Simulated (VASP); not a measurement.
# Tl (Im-3m) in VASP: notebook, part 2 of 2

VASP 6.6.1.

### Step 3. Electric field gradients, LDA (30.42 Å³/atom)

This run uses another cell than the first one, of 30.42 Å³/atom.

The input, INCAR:

```
PREC = Accurate
ENCUT = 520
EDIFF = 1E-8
ISMEAR = -1
SIGMA = 0.05
LREAL = False
LASPH = True
NELM = 100
ALGO = Normal
ISIF = 2
LWAVE = False
LCHARG = False
LEFG = True
NBANDS = 12
```

The input, KPOINTS:

```
regular mesh
0
Gamma
  13 13 13
```

The input, POSCAR:

```
Tl
1.0
   -1.9665424028      1.9665424028      1.9665424028
    1.9665424028     -1.9665424028      1.9665424028
    1.9665424028      1.9665424028     -1.9665424028
Tl
1
Direct
    0.0000000000      0.0000000000      0.0000000000
```

Potentials or basis: VASP PAW LDA potentials, release 64 (Tl_d).

The run is started by

```sh
$ cat potpaw_LDA.64/Tl_d/POTCAR > POTCAR
$ mpirun -np 1 vasp_std > vasp.out
```

OUTCAR:

```text
PREC = Accurate
   ENCUT = 520
   EDIFF = 1E-8
   ISMEAR = -1
   LREAL = False
   LASPH = True
   NELM = 100
   ISIF = 2

 ion  position               nearest neighbor table
   1  0.000  0.000  0.000-

  LATTYP: Found a body centered cubic cell.
 ALAT       =     3.9330848056

  Lattice vectors:

 A1 = (  -1.9665424028,   1.9665424028,   1.9665424028)
[... 566 lines left out ...]
 -----------------------------------------------------------------------------------
    total drift:                                0.000000     -0.000000      0.000000

  FREE ENERGIE OF THE ION-ELECTRON SYSTEM (eV)
  ---------------------------------------------------
  free  energy   TOTEN  =        -2.8940056116 eV

  energy  without entropy=       -2.8881220554  energy(sigma->0) =       -2.89106383

 Electric field gradients (V/A^2)
---------------------------------------------------------------------
 ion       V_xx      V_yy      V_zz      V_xy      V_xz      V_yz
---------------------------------------------------------------------
   1       0.000    -0.000     0.000     0.000     0.000     0.000
---------------------------------------------------------------------

 Electric field gradients after diagonalization (V/A^2)
 (convention: |V_zz| > |V_xx| > |V_yy|)
----------------------------------------------------------------------
 ion       V_xx      V_yy      V_zz     asymmetry (V_yy - V_xx)/ V_zz
----------------------------------------------------------------------
   1      -0.000    -0.000     0.000       0.000
----------------------------------------------------------------------

           NMR quadrupolar parameters

 Cq : quadrupolar parameter    Cq=e*Q*V_zz/h
 eta: asymmetry parameters     (V_yy - V_xx)/ V_zz
 Q  : nuclear electric quadrupole moment in mb (millibarn)
----------------------------------------------------------------------
 ion       Cq(MHz)       eta       Q (mb)
----------------------------------------------------------------------
   1       0.000       0.000       1.000
----------------------------------------------------------------------
```

OSZICAR:

```text
N       E                     dE             d eps       ncg     rms          rms(c)
DAV:   1     0.487696696979E+02    0.48770E+02   -0.66742E+03  2216   0.930E+02
DAV:   2    -0.232942561650E+01   -0.51099E+02   -0.50174E+02  2260   0.209E+02
DAV:   3    -0.292013956315E+01   -0.59071E+00   -0.58956E+00  2412   0.203E+01
DAV:   4    -0.292288476180E+01   -0.27452E-02   -0.27451E-02  2316   0.160E+00
DAV:   5    -0.292291835483E+01   -0.33593E-04   -0.33593E-04  2332   0.173E-01    0.180E+00
DAV:   6    -0.289882505549E+01    0.24093E-01   -0.38136E-02  2192   0.179E+00    0.130E+00
DAV:   7    -0.289439778328E+01    0.44273E-02   -0.10954E-02  2260   0.927E-01    0.578E-01
DAV:   8    -0.289400478560E+01    0.39300E-03   -0.38686E-04  2292   0.200E-01    0.285E-02
DAV:   9    -0.289400574772E+01   -0.96211E-06   -0.25418E-06  2312   0.171E-02    0.455E-03
DAV:  10    -0.289400560967E+01    0.13805E-06   -0.44348E-07  2348   0.719E-03    0.312E-04
DAV:  11    -0.289400561160E+01   -0.19331E-08   -0.27750E-09  1496   0.538E-04
   1 F= -.28940056E+01 E0= -.28910638E+01  d E =-.588356E-02
```

Run time: 24 s. Hardware: 1 thread of AMD EPYC 7R13 (Zen 3), shared host; peak memory 0.13 GiB.

Results:

* Free energy: -2.8940 eV
* Pressure: -3.4 GPa
* Band gap on the k mesh: zero (an odd number of electrons rules out a gap without spin polarisation)
* Largest electric field gradient by atom: zero within the noise of the run

Caveat: the cell stands under tension; spin-orbit coupling is left out, which moves the levels of the heavy elements.

### Step 4. Electric field gradients, LDA (30.42 Å³/atom)

This run uses another cell than the first one, of 30.42 Å³/atom.

The input, INCAR:

```
SYSTEM = Tl
ALGO = Normal
EDIFF = 1E-8
ENCUT = 520
ISIF = 2
ISMEAR = -1
LASPH = .True.
LCHARG = .False.
LEFG = .True.
LREAL = .False.
LWAVE = .False.
NBANDS = 12
NELM = 100
PREC = Accurate
SIGMA = 0.05
```

The input, KPOINTS:

```
k-points
0
Gamma
  13 13 13
  0 0 0
```

POSCAR is that of step 3.

Potentials or basis: VASP PAW LDA potentials, release 64 (Tl_d).

The run is started by

```sh
$ cat potpaw_LDA.64/Tl_d/POTCAR > POTCAR
$ mpirun -np 1 vasp_std > vasp.out
```

OUTCAR:

```text
SYSTEM = Tl
   EDIFF = 1E-8
   ENCUT = 520
   ISIF = 2
   ISMEAR = -1
   LASPH = .True.
   LREAL = .False.
   NELM = 100
   PREC = Accurate

 ion  position               nearest neighbor table
   1  0.000  0.000  0.000-

  LATTYP: Found a body centered cubic cell.
 ALAT       =     3.9330848056

  Lattice vectors:

 A1 = (  -1.9665424028,   1.9665424028,   1.9665424028)
 A2 = (   1.9665424028,  -1.9665424028,   1.9665424028)
 A3 = (   1.9665424028,   1.9665424028,  -1.9665424028)

Analysis of symmetry for initial positions (statically):
=====================================================================
 Subroutine PRICEL returns:
 Original cell was already a primitive cell.

 Routine SETGRP: Setting up the symmetry group for a
 body centered cubic supercell.

[... 541 lines left out ...]
  external PRESSURE =     -34.4959185 kB  Pullay stress =       0.0000000 kB

 VOLUME and BASIS-vectors are now :
 -----------------------------------------------------------------------------
  energy-cutoff  :      520.00
  volume of cell :       30.42
      direct lattice vectors                 reciprocal lattice vectors
    -1.966542403  1.966542403  1.966542403     0.000000000  0.254253353  0.254253353
     1.966542403 -1.966542403  1.966542403     0.254253353  0.000000000  0.254253353
     1.966542403  1.966542403 -1.966542403     0.254253353  0.254253353  0.000000000

 POSITION                                       TOTAL-FORCE (eV/Angst)
 -----------------------------------------------------------------------------------
      0.00000      0.00000      0.00000         0.000000      0.000000     -0.000000
 -----------------------------------------------------------------------------------
    total drift:                                0.000000     -0.000000      0.000000

  FREE ENERGIE OF THE ION-ELECTRON SYSTEM (eV)
  ---------------------------------------------------
  free  energy   TOTEN  =        -2.8940056116 eV

  energy  without entropy=       -2.8881220554  energy(sigma->0) =       -2.89106383

 Electric field gradients (V/A^2)
---------------------------------------------------------------------
 ion       V_xx      V_yy      V_zz      V_xy      V_xz      V_yz
---------------------------------------------------------------------
   1       0.000    -0.000     0.000     0.000     0.000     0.000
---------------------------------------------------------------------

 Electric field gradients after diagonalization (V/A^2)
 (convention: |V_zz| > |V_xx| > |V_yy|)
----------------------------------------------------------------------
 ion       V_xx      V_yy      V_zz     asymmetry (V_yy - V_xx)/ V_zz
----------------------------------------------------------------------
   1      -0.000    -0.000     0.000       0.000
----------------------------------------------------------------------

           NMR quadrupolar parameters

 Cq : quadrupolar parameter    Cq=e*Q*V_zz/h
 eta: asymmetry parameters     (V_yy - V_xx)/ V_zz
 Q  : nuclear electric quadrupole moment in mb (millibarn)
----------------------------------------------------------------------
 ion       Cq(MHz)       eta       Q (mb)
----------------------------------------------------------------------
   1       0.000       0.000       1.000
----------------------------------------------------------------------
```

Run time: 21 s. Hardware: 1 thread of AMD EPYC 7R13 (Zen 3), shared host; peak memory 0.13 GiB.

Results:

* Free energy: -2.8940 eV
* Pressure: -3.4 GPa
* Band gap on the k mesh: zero (an odd number of electrons rules out a gap without spin polarisation)
* Largest electric field gradient by atom: zero within the noise of the run

Caveat: the cell stands under tension; spin-orbit coupling is left out, which moves the levels of the heavy elements.
